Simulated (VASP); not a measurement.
# NaI (Fm-3m) in VASP: further runs

Runs on NaI. Level: PBE. Tasks: single point.

Everything below comes from runs of VASP 6.6.1. Logs are shortened: lines on timing, memory, paths and dates and some standing lists are left out, and cuts for length are marked.

## (1) The cell of the first run

It takes space group Fm-3m (No. 225, cubic). Conventional cell: a = 6.494 Å, b = 6.494 Å, c = 6.494 Å, α = 90.00°, β = 90.00°, γ = 90.00°. Within 4.3 Å of Na (site symmetry m-3m) lie 6 I at 3.25 Å. I (site symmetry m-3m) has 6 Na at 3.25 Å within 4.3 Å.

## (2) Single point, PBE

INCAR reads:

```
PREC = Accurate ; ENCUT = 500
EDIFF = 1E-6 ; ISMEAR = 0
SIGMA = 0.05 ; LREAL = F
LASPH = T ; NELM = 120
ALGO = Normal ; ISIF = 2
LWAVE = F ; LCHARG = F
GGA = PE ; NBANDS = 14
GGA_COMPAT = F
```

KPOINTS reads:

```
regular mesh
0
Gamma
  10 10 10
```

POSCAR reads:

```
NaI
1.0
    0.0000000000      3.2471522385      3.2471522385
    3.2471522385      0.0000000000      3.2471522385
    3.2471522385      3.2471522385      0.0000000000
Na I
1 1
Direct
    0.0000000000      0.0000000000      0.0000000000
    0.5000000000      0.5000000000      0.5000000000
```

Potentials or basis: VASP PAW PBE potentials, release 64 (Na_pv, I).

Started as:

```sh
$ cat potpaw_PBE.64/Na_pv/POTCAR potpaw_PBE.64/I/POTCAR > POTCAR
$ mpirun -np 1 vasp_std > vasp.out
```

OUTCAR:

```text
PREC = Accurate
   ENCUT = 500
   EDIFF = 1E-6
   ISMEAR = 0
   LREAL = F
   LASPH = T
   NELM = 120
   ISIF = 2
   GGA = PE

 ion  position               nearest neighbor table
   1  0.000  0.000  0.000-
   2  0.500  0.500  0.500-

  LATTYP: Found a face centered cubic cell.
 ALAT       =     6.4943044770

  Lattice vectors:

 A1 = (   0.0000000000,   3.2471522385,   3.2471522385)
 A2 = (   3.2471522385,   0.0000000000,   3.2471522385)
 A3 = (   3.2471522385,   3.2471522385,   0.0000000000)

Analysis of symmetry for initial positions (statically):
=====================================================================
 Subroutine PRICEL returns:
 Original cell was already a primitive cell.

 Routine SETGRP: Setting up the symmetry group for a
 face centered cubic supercell.

 Subroutine GETGRP returns: Found 48 space group operations
 (whereof 48 operations were pure point group operations)
 out of a pool of 48 trial point group operations.

The static configuration has the point symmetry O_h .

Analysis of symmetry for dynamics (positions and initial velocities):
=====================================================================
 Subroutine PRICEL returns:
 Original cell was already a primitive cell.

 Routine SETGRP: Setting up the symmetry group for a
 face centered cubic supercell.

 Subroutine GETGRP returns: Found 48 space group operations
 (whereof 48 operations were pure point group operations)
 out of a pool of 48 trial point group operations.

The dynamic configuration has the point symmetry O_h .

 Subroutine INISYM returns: Found 48 space group operations
 (whereof 48 operations are pure point group operations),
 and found     1 'primitive' translations

----------------------------------------------------------------------------------------

                                     Primitive cell

  volume of cell :      68.4759

  direct lattice vectors                    reciprocal lattice vectors
     0.000000000  3.247152239  3.247152239    -0.153981077  0.153981077  0.153981077
     3.247152239  0.000000000  3.247152239     0.153981077 -0.153981077  0.153981077
     3.247152239  3.247152239  0.000000000     0.153981077  0.153981077 -0.153981077

  length of vectors
     4.592166735  4.592166735  4.592166735     0.266703049  0.266703049  0.266703049

  position of ions in fractional coordinates (direct lattice)
     0.000000000  0.000000000  0.000000000
     0.500000000  0.500000000  0.500000000

  ion indices of the primitive-cell ions
   primitive index   ion index
                 1           1
                 2           2

----------------------------------------------------------------------------------------

 KPOINTS: regular mesh

Automatic generation of k-mesh.
 Grid dimensions read from file:
 generate k-points for:   10   10   10

 Generating k-lattice:

  Cartesian coordinates                     Fractional coordinates (reciprocal lattice)
    -0.015398108  0.015398108  0.015398108     0.100000000  0.000000000  0.000000000
     0.015398108 -0.015398108  0.015398108     0.000000000  0.100000000  0.000000000
     0.015398108  0.015398108 -0.015398108     0.000000000  0.000000000  0.100000000

  Length of vectors
     0.026670305  0.026670305  0.026670305

  Shift w.r.t. Gamma in fractional coordinates (k-lattice)
     0.000000000  0.000000000  0.000000000

 Subroutine IBZKPT returns following result:
 ===========================================

 Found     47 irreducible k-points:

 Following reciprocal coordinates:
            Coordinates               Weight
  0.000000  0.000000  0.000000      1.000000
  0.100000  0.000000  0.000000      8.000000
  0.200000  0.000000  0.000000      8.000000
  0.300000  0.000000  0.000000      8.000000
  0.400000  0.000000  0.000000      8.000000
  0.500000  0.000000  0.000000      4.000000
[... 16 lines left out ...]
  0.300000  0.300000  0.000000      6.000000
  0.400000  0.300000  0.000000     24.000000
 [... further k-points ...]
   k-points           NKPTS =     47   k-points in BZ     NKDIM =     47   number of bands    NBANDS=     14
   number of dos      NEDOS =    301   number of ions     NIONS =      2
   total plane-waves  NPLWV =  46656
   dimension x,y,z NGX =    36 NGY =   36 NGZ =   36
   dimension x,y,z NGXF=    72 NGYF=   72 NGZF=   72
   ions per type =               1   1
   NGX,Y,Z   is equivalent  to a cutoff of  13.03, 13.03, 13.03 a.u.
   NGXF,Y,Z  is equivalent  to a cutoff of  26.07, 26.07, 26.07 a.u.
 SYSTEM =  unknown system
   PREC   = accura    normal or accurate (medium, high low for compatibility)
   ISTART =      0    job   : 0-new  1-cont  2-samecut
   ICHARG =      2    charge: 1-file 2-atom 10-const
   ISPIN  =      1    spin polarized calculation?
   LNONCOLLINEAR =      F non collinear calculations
   LSORBIT =      F    spin-orbit coupling
   LASPH  =      T    aspherical Exc in radial PAW
   ENCUT  =  500.0 eV  36.75 Ry    6.06 a.u.   8.37  8.37  8.37*2*pi/ulx,y,z
   NELM   =    120;   NELMIN=  2; NELMDL= -5     # of ELM steps
   EDIFF  = 0.1E-05   stopping-criterion for ELM
   LREAL  =      F    real-space projection
   EDIFFG = 0.1E-04   stopping-criterion for IOM
   NSW    =      0    number of steps for IOM
   IBRION =     -1    ionic relax: 0-MD 1-quasi-New 2-CG
   NFREE  =      0    steps in history (QN), initial steepest desc. (CG)
   ISIF   =      2    stress and relaxation
   ISYM   =      2    0-nonsym 1-usesym 2-fastsym
   POTIM  = 0.5000    time-step for ionic-motion
   TEBEG  =    0.0;   TEEND  =   0.0 temperature during run
   PSTRESS=    0.0 pullay stress
   NELECT =      14.0000    total number of electrons
   NUPDOWN=      -1.0000    fix difference up-down
   EMIN   =  10.00;   EMAX   =-10.00  energy-range for DOS
   EFERMI =   0.00;   METHOD = LEGACY
   ISMEAR =     0;   SIGMA  =   0.05  broadening in eV -4-tet -1-fermi 0-gaus
   EFERMI_NEDOS =   21; number of points for ismear=-14 and -15
   IALGO  =     38    algorithm
   IMIX   =      4    mixing-type and parameters
     AMIX     =   0.40;   BMIX     =  1.00
     AMIX_MAG =   1.60;   BMIX_MAG =  1.00
  volume/ion in A,a.u.               =      34.24       231.05
  Fermi-wavevector in a.u.,A,eV,Ry     =   0.964432  1.822512 12.655170  0.930129
  Thomas-Fermi vector in A             =   2.094063
   LORBIT       =      0    0 simple, 1 ext, 2 COOP (PROOUT), +10 PAW based schemes
   GGA     = PE    functional components
   LHFCALC =     F    Hartree Fock is set to
   AEXX    =    0.0000 exact exchange contribution
   IVDW    =     0    specifies the selected vdW correction
   LEPSILON=     F    determine dielectric tensor
   LRPA    =     F    only Hartree local field effects (RPA)
 non-spin polarized calculation
 Gauss-broadening in eV      SIGMA  =   0.05
  energy-cutoff  :      500.00
  volume of cell :       68.48
 maximum number of plane-waves:      1807
 NGX is ok and might be reduce to    36
   NGX = 17   NGY = 17   NGZ = 17

 number of electron      13.9999992 magnetization

 Free energy of the ion-electron system (eV)
  ---------------------------------------------------
  ext. energy  EPLUGINS =         0.00000000
  ---------------------------------------------------
  free energy    TOTEN  =        -5.38651936 eV

  energy without entropy =       -5.38651936  energy(sigma->0) =       -5.38651936

 E-fermi :   1.0371     XC(G=0):  -7.6647

 val. band max:        0.7379365205   @ k =   0.0000   0.0000   0.0000
 cond. band min:       4.3522402169   @ k =   0.0000   0.0000   0.0000
 fundamental gap:      3.6143036964
 Fermi energy:         1.0370961600

 k-point     1 :       0.0000    0.0000    0.0000
  band No.  band energies     occupation
      1     -21.7131      2.00000
      2     -21.7131      2.00000
      3     -21.7131      2.00000
      4     -10.2543      2.00000
      5       0.7379      2.00000
      6       0.7379      2.00000
      7       0.7379      2.00000
      8       4.3522      0.00000
      9       8.6671      0.00000
     10       8.6671      0.00000
     11       8.6671      0.00000
     12      10.4691      0.00000
     13      10.4691      0.00000
     14      11.1662      0.00000

 k-point     2 :       0.1000    0.0000    0.0000
  band No.  band energies     occupation
      1     -21.7136      2.00000
      2     -21.7131      2.00000
      3     -21.7131      2.00000
      4     -10.2272      2.00000
      5       0.4307      2.00000
      6       0.7095      2.00000
      7       0.7095      2.00000
      8       4.7031      0.00000
      9       8.3977      0.00000
     10       8.7736      0.00000
     11       8.7736      0.00000
     12      10.1406      0.00000
     13      10.1406      0.00000
     14      11.6276      0.00000

 k-point     3 :       0.2000    0.0000    0.0000
  band No.  band energies     occupation
      1     -21.7148      2.00000
      2     -21.7132      2.00000
      3     -21.7132      2.00000
      4     -10.1544      2.00000
      5      -0.2063      2.00000
      6       0.6373      2.00000
      7       0.6373      2.00000
      8       5.3787      0.00000
      9       8.1420      0.00000
     10       8.8228      0.00000
     11       8.8228      0.00000
     12      10.0071      0.00000
     13      10.0071      0.00000
     14      11.3541      0.00000
[... 324 lines left out ...]
 k-point    23 :       0.3000    0.3000    0.0000
  band No.  band energies     occupation
      1     -21.7157      2.00000
      2     -21.7141      2.00000
      3     -21.7141      2.00000
      4     -10.0065      2.00000
      5      -0.7025      2.00000
      6       0.2329      2.00000
      7       0.2329      2.00000
      8       5.9235      0.00000
      9       6.8212      0.00000
     10       8.5668      0.00000
     11      10.3781      0.00000
     12      10.3781      0.00000
     13      11.4144      0.00000
     14      14.2705      0.00000

 k-point    24 :       0.4000    0.3000    0.0000
  band No.  band energies     occupation
      1     -21.7163      2.00000
      2     -21.7144      2.00000
      3     -21.7143      2.00000
      4      -9.9481      2.00000
      5      -0.9060      2.00000
      6       0.0657      2.00000
      7       0.1585      2.00000
      8       5.8412      0.00000
      9       6.7730      0.00000
     10       8.8441      0.00000
     11      10.3207      0.00000
     12      11.0755      0.00000
     13      12.2538      0.00000
     14      14.3310      0.00000

 [... further k-points ...]

------------------------ aborting loop because EDIFF is reached ----------------------------------------

  FORCE on cell =-STRESS in cart. coord.  units (eV):
  Direction    XX          YY          ZZ          XY          YZ          ZX
  --------------------------------------------------------------------------------------
  -------------------------------------------------------------------------------------
  Total        0.1086149      0.1086149      0.1086149      0.0000000      0.0000000     -0.0000000
  in kB        2.5413352      2.5413352      2.5413352      0.0000000      0.0000000     -0.0000000
  external PRESSURE =       2.5413352 kB  Pullay stress =       0.0000000 kB

 VOLUME and BASIS-vectors are now :
 -----------------------------------------------------------------------------
  energy-cutoff  :      500.00
  volume of cell :       68.48
      direct lattice vectors                 reciprocal lattice vectors
     0.000000000  3.247152239  3.247152239    -0.153981077  0.153981077  0.153981077
     3.247152239  0.000000000  3.247152239     0.153981077 -0.153981077  0.153981077
     3.247152239  3.247152239  0.000000000     0.153981077  0.153981077 -0.153981077

 POSITION                                       TOTAL-FORCE (eV/Angst)
 -----------------------------------------------------------------------------------
      0.00000      0.00000      0.00000         0.000000      0.000000      0.000000
      3.24715      3.24715      3.24715         0.000000      0.000000     -0.000000
 -----------------------------------------------------------------------------------
    total drift:                                0.000000      0.000000      0.000000

  FREE ENERGIE OF THE ION-ELECTRON SYSTEM (eV)
  ---------------------------------------------------
  free  energy   TOTEN  =        -5.3865193630 eV

  energy  without entropy=       -5.3865193630  energy(sigma->0) =       -5.38651936
```

It took 68 s on 1 thread of Intel Xeon 8259CL, shared host; peak memory 0.22 GiB.

What came out:

* Free energy: -5.3865 eV
* Pressure: 0.3 GPa
* Band gap on the k mesh: 3.61 eV

Levels at points of the mesh, in eV from the valence-band top:
```tsv
k point	band 5	band 6	band 7	band 8	band 9	band 10
(0.00, 0.00, 0.00)	0.00	0.00	0.00	3.61	7.93	7.93
(0.50, 0.00, 0.00)	-2.15	-0.28	-0.28	5.09	7.44	7.44
(0.50, 0.50, 0.00)	-1.87	-0.73	-0.73	4.49	5.57	9.81
```

Caveat: spin-orbit coupling is left out, which moves the levels of the heavy elements. A k mesh can miss the band edges.

## (3) Single point, PBE (34.37 Å³/atom)

This run uses another cell than the first one, of 34.37 Å³/atom.

INCAR reads:

```
SYSTEM = NaI
ALGO = Normal
EDIFF = 1E-6
ENCUT = 500
GGA = PE
GGA_COMPAT = .False.
ISIF = 2
ISMEAR = 0
LASPH = .True.
LCHARG = .True.
LELF = .True.
LREAL = .False.
LVHAR = .True.
LWAVE = .False.
NBANDS = 14
NELM = 120
PREC = Accurate
SIGMA = 0.05
```

KPOINTS reads:

```
k-points
0
Gamma
  10 10 10
  0 0 0
```

POSCAR reads:

```
NaI
1.0
    0.0000000000      3.2514760149      3.2514760149
    3.2514760149      0.0000000000      3.2514760149
    3.2514760149      3.2514760149      0.0000000000
Na I
1 1
Direct
    0.0000000000      0.0000000000      0.0000000000
    0.5000000000      0.5000000000      0.5000000000
```

Potentials or basis: VASP PAW PBE potentials, release 64 (Na_pv, I).

Started as:

```sh
$ cat potpaw_PBE.64/Na_pv/POTCAR potpaw_PBE.64/I/POTCAR > POTCAR
$ mpirun -np 1 vasp_std > vasp.out
```

Run time: 58 s. Hardware: 1 thread of Intel Xeon 8259CL, shared host; peak memory 0.22 GiB.

The run converged. Its results:

```
Free energy            : -5.3869 eV
Pressure               : 0.2 GPa
Band gap on the k mesh : 3.60 eV
```

Levels at points of the mesh, in eV from the valence-band top:
| k point | band 5 | band 6 | band 7 | band 8 | band 9 | band 10 |
| --- | --- | --- | --- | --- | --- | --- |
| (0.00, 0.00, 0.00) | 0.00 | 0.00 | 0.00 | 3.60 | 7.93 | 7.93 |
| (0.50, 0.00, 0.00) | -2.13 | -0.27 | -0.27 | 5.09 | 7.43 | 7.43 |
| (0.50, 0.50, 0.00) | -1.86 | -0.73 | -0.73 | 4.48 | 5.58 | 9.78 |

Caveat: spin-orbit coupling is left out, which moves the levels of the heavy elements. Expect the measured gap to be larger: semilocal functionals such as PBE lack the derivative discontinuity.

## (4) Single point, PBE (34.79 Å³/atom)

This run uses another cell than the first one, of 34.79 Å³/atom.

Changes to INCAR since step 3:

```diff
@@ -9,6 +9,4 @@
 LASPH = .True.
-LCHARG = .True.
-LELF = .True.
+LCHARG = .False.
 LREAL = .False.
-LVHAR = .True.
 LWAVE = .False.
```

KPOINTS is that of step 3.

POSCAR reads:

```
NaI
1.0
    0.0000000000      3.2645370399      3.2645370399
    3.2645370399      0.0000000000      3.2645370399
    3.2645370399      3.2645370399      0.0000000000
Na I
1 1
Direct
    0.0000000000      0.0000000000      0.0000000000
    0.5000000000      0.5000000000      0.5000000000
```

Started as:

```sh
$ cat potpaw_PBE.64/Na_pv/POTCAR potpaw_PBE.64/I/POTCAR > POTCAR
$ mpirun -np 1 vasp_std > vasp.out
```

Wall time 61 s (1 thread of Intel Xeon 8259CL, shared host); peak memory 0.22 GiB.

Results (log left out):

```yaml
Free_energy: -5.3875 eV
Pressure: 0.0 GPa
Band_gap_on_the_k_mesh: 3.57 eV
```

Levels at points of the mesh, in eV from the valence-band top:
```
           k point  band 5  band 6  band 7  band 8  band 9  band 10
(0.00, 0.00, 0.00)    0.00    0.00    0.00    3.57    7.93     7.93
(0.50, 0.00, 0.00)   -2.09   -0.27   -0.27    5.09    7.42     7.42
(0.50, 0.50, 0.00)   -1.82   -0.71   -0.71    4.47    5.60     9.71
```

Caveat: spin-orbit coupling is left out, which moves the levels of the heavy elements. A k mesh can miss the band edges.

## (5) The runs side by side

```tsv
cell	gap on the mesh (eV)	pressure (GPa)
a = 4.592 Å, angles 60.0°, 2 atoms	3.61	0.3
a = 4.598 Å, angles 60.0°, 2 atoms	3.60	0.2
a = 4.617 Å, angles 60.0°, 2 atoms	3.57	0.0
```

Alike in all rows: task single point; level PBE; potentials or basis VASP PAW PBE potentials, release 64 (Na_pv, I); no spin polarisation; k mesh 10 × 10 × 10; cutoff (eV) 500; smearing gaussian 0.05 eV.

Caveats: spin-orbit coupling is left out, which moves the levels of the heavy elements.

Absolute energies hang on the potentials; compare differences alone.
